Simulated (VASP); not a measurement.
# Pd (Im-3m) in VASP: further runs, part 2 of 2

VASP 6.6.1. The steps go on from the part before.

### Step 4. Single point, PBE (volume scaled by 0.85)

INCAR reads:

```
SYSTEM = Pd
PREC     = Accurate       ! precision mode
ENCUT    = 520            ! plane-wave cutoff, eV
EDIFF    = 1E-7           ! SCF threshold, eV
ISMEAR   = -1             ! smearing method
SIGMA    = 0.08           ! smearing width, eV
LREAL    = .False.        ! projectors in reciprocal space
LASPH    = .True.         ! aspherical terms in the spheres
NELM     = 100            ! most SCF steps
ALGO     = Normal         ! electronic algorithm
ISIF     = 2              ! what is computed and relaxed
LWAVE    = .False.        ! write WAVECAR
LCHARG   = .False.        ! write CHGCAR
GGA      = PE             ! functional
NBANDS   = 11             ! bands
```

KPOINTS reads:

```
Automatic mesh
0
Gamma
  19 19 19
  0 0 0
```

POSCAR reads:

```
Pd
1.0
   -1.4868755082      1.4868755082      1.4868755082
    1.4868755082     -1.4868755082      1.4868755082
    1.4868755082      1.4868755082     -1.4868755082
Pd
1
Direct
    0.0000000000      0.0000000000      0.0000000000
```

Potentials or basis: VASP PAW PBE potentials, release 64 (Pd).

Command:

```bash
> cat potpaw_PBE.64/Pd/POTCAR > POTCAR
> mpirun -np 1 vasp_std > vasp.out
```

OUTCAR:

```text
SYSTEM = Pd
   PREC = Accurate
   ENCUT = 520
   EDIFF = 1E-7
   ISMEAR = -1
   LREAL = .False.
   LASPH = .True.
   NELM = 100
   ISIF = 2
   GGA = PE

 ion  position               nearest neighbor table
   1  0.000  0.000  0.000-

  LATTYP: Found a body centered cubic cell.
 ALAT       =     2.9737510164

  Lattice vectors:

 A1 = (  -1.4868755082,   1.4868755082,   1.4868755082)
 A2 = (   1.4868755082,  -1.4868755082,   1.4868755082)
 A3 = (   1.4868755082,   1.4868755082,  -1.4868755082)

Analysis of symmetry for initial positions (statically):
[... 504 lines left out ...]
      4      10.4394      2.00000
      5      11.1399      1.99971
      6      12.9334      0.00000
      7      24.0312      0.00000
      8      27.9068      0.00000
      9      31.3646      0.00000
     10      36.4518      0.00000
     11      37.7438      0.00000

 [... further k-points ...]
[... 5 lines left out ...]
  --------------------------------------------------------------------------------------
  -------------------------------------------------------------------------------------
  Total        3.3313753      3.3313753      3.3313753      0.0000000      0.0000000     -0.0000000
  in kB      405.9292306    405.9292306    405.9292306      0.0000000      0.0000000     -0.0000000
  external PRESSURE =     405.9292306 kB  Pullay stress =       0.0000000 kB

 VOLUME and BASIS-vectors are now :
 -----------------------------------------------------------------------------
  energy-cutoff  :      520.00
  volume of cell :       13.15
      direct lattice vectors                 reciprocal lattice vectors
    -1.486875508  1.486875508  1.486875508     0.000000000  0.336275631  0.336275631
     1.486875508 -1.486875508  1.486875508     0.336275631  0.000000000  0.336275631
     1.486875508  1.486875508 -1.486875508     0.336275631  0.336275631  0.000000000

 POSITION                                       TOTAL-FORCE (eV/Angst)
 -----------------------------------------------------------------------------------
      0.00000      0.00000      0.00000        -0.000000      0.000000      0.000000
 -----------------------------------------------------------------------------------
    total drift:                                0.000000     -0.000000      0.000000

  FREE ENERGIE OF THE ION-ELECTRON SYSTEM (eV)
  ---------------------------------------------------
  free  energy   TOTEN  =        -4.9401791962 eV

  energy  without entropy=       -4.9164435556  energy(sigma->0) =       -4.92831138
```

OSZICAR:

```text
N       E                     dE             d eps       ncg     rms          rms(c)
DAV:   1     0.435119733451E+02    0.43512E+02   -0.52065E+03  4848   0.866E+02
DAV:   2    -0.466972699168E+01   -0.48182E+02   -0.46707E+02  5454   0.189E+02
DAV:   3    -0.521801956251E+01   -0.54829E+00   -0.54743E+00  5820   0.214E+01
DAV:   4    -0.521995384826E+01   -0.19343E-02   -0.19341E-02  5952   0.132E+00
DAV:   5    -0.521997005661E+01   -0.16208E-04   -0.16207E-04  6264   0.114E-01    0.108E+01
DAV:   6    -0.496671387473E+01    0.25326E+00   -0.77294E-01  6064   0.749E+00    0.552E+00
DAV:   7    -0.494509254915E+01    0.21621E-01   -0.45056E-02  6328   0.158E+00    0.238E+00
DAV:   8    -0.494020474438E+01    0.48878E-02   -0.28619E-03  6067   0.530E-01    0.109E-01
DAV:   9    -0.494017426147E+01    0.30483E-04   -0.15806E-04  6112   0.112E-01    0.229E-02
DAV:  10    -0.494017970380E+01   -0.54423E-05   -0.61034E-06  6095   0.236E-02    0.574E-03
DAV:  11    -0.494017918665E+01    0.51715E-06   -0.66784E-08  5962   0.266E-03    0.535E-04
DAV:  12    -0.494017919621E+01   -0.95572E-08   -0.31266E-09  4095   0.425E-04
   1 F= -.49401792E+01 E0= -.49283114E+01  d E =-.237356E-01
```

stdout:

```text
POSCAR found type information on POSCAR Pd
 POSCAR found :  1 types and       1 ions
 scaLAPACK will be used
 LDA part: xc-table for (Slater+PW92), standard interpolation
 POSCAR, INCAR and KPOINTS ok, starting setup
 FFT: planning ... GRIDC
 FFT: planning ... GRID_SOFT
 FFT: planning ... GRID
 WAVECAR not read
 entering main loop
```

Wall time 22 s (1 thread of Intel Xeon Platinum 8259CL at 2.50GHz (Skylake/Cascade Lake), shared host); peak memory 0.14 GiB.

What came out:

* Free energy: -4.9402 eV
* Pressure: 40.6 GPa
* Band gap on the k mesh: zero (band 5 reaches 12.58 eV, above the bottom of band 6 at 10.57 eV)

### Step 5. Single point, PBE (volume scaled by 0.95)

INCAR reads:

```
PREC = Accurate
ENCUT = 520
EDIFF = 1E-7
ISMEAR = -1
SIGMA = 0.08
LREAL = False
LASPH = True
NELM = 60
ALGO = Normal
ISIF = 2
LWAVE = False
LCHARG = True
GGA = PE
LELF = True
LVHAR = True
NBANDS = 11
```

KPOINTS reads:

```
regular mesh
0
Gamma
  19 19 19
```

POSCAR reads:

```
Pd
1.0
   -1.5430363878      1.5430363878      1.5430363878
    1.5430363878     -1.5430363878      1.5430363878
    1.5430363878      1.5430363878     -1.5430363878
Pd
1
Direct
    0.0000000000      0.0000000000      0.0000000000
```

Command:

```bash
> cat potpaw_PBE.64/Pd/POTCAR > POTCAR
> mpirun -np 1 vasp_std > vasp.out
```

Wall time 24 s (1 thread of Intel Xeon Platinum 8259CL at 2.50GHz (Skylake/Cascade Lake), shared host); peak memory 0.15 GiB.

The run converged. Its results:

```
Free energy            : -5.1653 eV
Pressure               : 9.2 GPa
Band gap on the k mesh : zero (band 5 reaches 10.43 eV, above the bottom of band 6 at 8.79 eV)
```

Levels at points of the mesh, in eV from the Fermi level:
```tsv
k point	band 3	band 4	band 5	band 6	band 7	band 8
(0.00, 0.00, 0.00)	-2.98	-2.98	-0.97	-0.97	19.40	19.40
```

### Step 6. Overview

| cell | gap on the mesh (eV) | pressure (GPa) |
| --- | --- | --- |
| a = 2.470 Å, angles 109.5°, 1 atom | none | 100.9 |
| a = 2.575 Å, angles 109.5°, 1 atom | none | 40.6 |
| a = 2.673 Å, angles 109.5°, 1 atom | none | 9.2 |

Alike in all rows: task single point; level PBE; potentials or basis VASP PAW PBE potentials, release 64 (Pd); no spin polarisation; k mesh 19 × 19 × 19; cutoff (eV) 520; smearing fermi-dirac 0.08 eV.

Absolute energies hang on the potentials; compare differences alone.
